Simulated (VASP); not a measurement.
Crystal: BaTiO3.

```
Ba Ti O
1.0
     3.99980    0.00000    0.00000
     0.00000    3.99980    0.00000
     0.00000    0.00000    4.01800
Ba Ti O
1 1 3
Direct
  0.00000 0.00000 0.00000
  0.50000 0.50000 0.49000
  0.00000 0.50000 0.51700
  0.50000 0.00000 0.51700
  0.50000 0.50000 0.01900
```

```yaml
Program: VASP 6.6.1
Task: relaxation of cell and atoms
Functional: PBE
Potentials_or_basis: VASP PAW PBE potentials, release 64 (Ba_sv, Ti_sv, O)
Cutoff: 600 eV
k_mesh: 7 × 7 × 7
Occupations: fermi-dirac, width 0.05 eV
Spin: no spin polarisation
Hubbard_terms: Ti d U = 1.0 eV
```

At the start: pressure 4.8 GPa; volume 12.86 Å³/atom.

**Question.** How do energy, volume and symmetry change on relaxing?

**Answer.** Over 15 steps the energy falls by 9.1 meV/atom and the volume is 13.45 Å³/atom (+4.6 %); space group P4mm (No. 99, to 0.1 Å) before and after.

Step by step:
| step | energy change (eV) | largest force (eV/Å) | pressure (GPa) | volume (Å³) |
| --- | --- | --- | --- | --- |
| 1 | 0.0000 | 0.1420 | 4.84 | 64.28 |
| 2 | -0.0083 | 0.4105 | -3.98 | 67.97 |
| 3 | -0.0295 | 0.2871 | -0.17 | 66.23 |
| 4 | -0.0343 | 0.1737 | -0.05 | 66.31 |
| 5 | -0.0376 | 0.0964 | 0.27 | 66.44 |
| 6 | -0.0409 | 0.0933 | -0.15 | 66.78 |
| 7 | -0.0422 | 0.1127 | -0.55 | 67.17 |
| 8 | -0.0433 | 0.1169 | 0.82 | 66.80 |
| 9 | -0.0438 | 0.1150 | 0.34 | 66.93 |
| 10 | -0.0452 | 0.0696 | 0.05 | 67.12 |
| 11 | -0.0453 | 0.0707 | -0.06 | 67.19 |
| 12 | -0.0457 | 0.0407 | 0.08 | 67.18 |
| 13 | -0.0457 | 0.0402 | 0.08 | 67.18 |
| 14 | -0.0457 | 0.0274 | -0.07 | 67.27 |
| 15 | -0.0457 | 0.0087 | -0.08 | 67.23 |

Final structure:
```
CELL_PARAMETERS angstrom
4.01143 0.00000 0.00000
0.00000 4.01143 0.00000
0.00000 0.00000 4.17767
ATOMIC_POSITIONS crystal
Ba 0.00000 0.00000 0.99404
Ti 0.50000 0.50000 0.47653
O 0.00000 0.50000 0.51830
O 0.50000 0.00000 0.51830
O 0.50000 0.50000 0.03584
```
